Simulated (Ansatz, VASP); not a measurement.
SnTe in VASP and in Ansatz

File INCAR:

```
ALGO = Normal
EDIFF = 1E-6
ENCUT = 520
GGA = PS
ISIF = 2
ISMEAR = 0
LASPH = True
LCHARG = False
LREAL = False
LWAVE = False
NBANDS = 17
NELM = 100
PREC = Accurate
SIGMA = 0.03
```

Contents of KPOINTS:

```
k-points
0
Gamma
  10 10 10
```

The input POSCAR:

```
SnTe
1.0
    0.0000000000      3.2038475000      3.1565000000
    3.1565000000      0.0000000000      3.1565000000
    3.1565000000      3.2038475000      0.0000000000
Sn Te
1 1
Direct
    0.0000000000      0.0000000000      0.0000000000
    0.5000000000      0.5000000000      0.5000000000
```

Input for Ansatz:

```yaml
crystal:
  lattice:
    - [0.0, 3.2038475, 3.1565]
    - [3.1565, 0.0, 3.1565]
    - [3.1565, 3.2038475, 0.0]
  atoms:
    - { symbol: Sn, position: [0.0, 0.0, 0.0] }
    - { symbol: Te, position: [0.5, 0.5, 0.5] }
basis:
  ecutwfc: 420
kpoints:
  mp_grid: { grid: [10, 10, 10] }
hamiltonian:
  xc: pbesol
scf:
  occupations: { method: gaussian, width: 0.03 }
output:
  forces: true
  stress: true
  eigenvalues: true
  write_density: true
  write_potential: true
  elf: true
  volumetric_format: npy
```

Change from the starting cell: strain +0.0150 x Voigt [0, 1, 0, 0, 0, 0], atoms carried along.

Alike in both runs: task single point; functional PBEsol; k mesh 10 × 10 × 10; occupations gaussian, width 0.03 eV; no spin polarisation.

```csv
,VASP,Ansatz
version,VASP 6.6.1,Ansatz 0.2.0
potentials or method,"VASP PAW PBE potentials, release 64 (Sn_d, Te), cutoff 520 eV","scalar-relativistic, plane waves, PAW"
valence electrons in the cell,20,30
```

|  | VASP | Ansatz | Ansatz less VASP |
| --- | --- | --- | --- |
| gap on the k mesh at the Fermi level (eV) | 0.10 | 0.09 | -0.001 |
| least direct gap on the mesh (eV) | 0.10 | 0.09 | -0.001 |
| pressure (GPa) | -1.2 | -1.2 | +0.02 |
| traceless stress, the component that is largest in VASP (GPa) | -1.15 | -1.14 | +0.004 |

VASP's potentials were made for PBE, not for PBEsol. VASP's potentials hold 20 valence electrons a cell and Ansatz's 30, so a difference there can come from the potentials and not from the codes.

Neither program's run includes spin-orbit coupling.
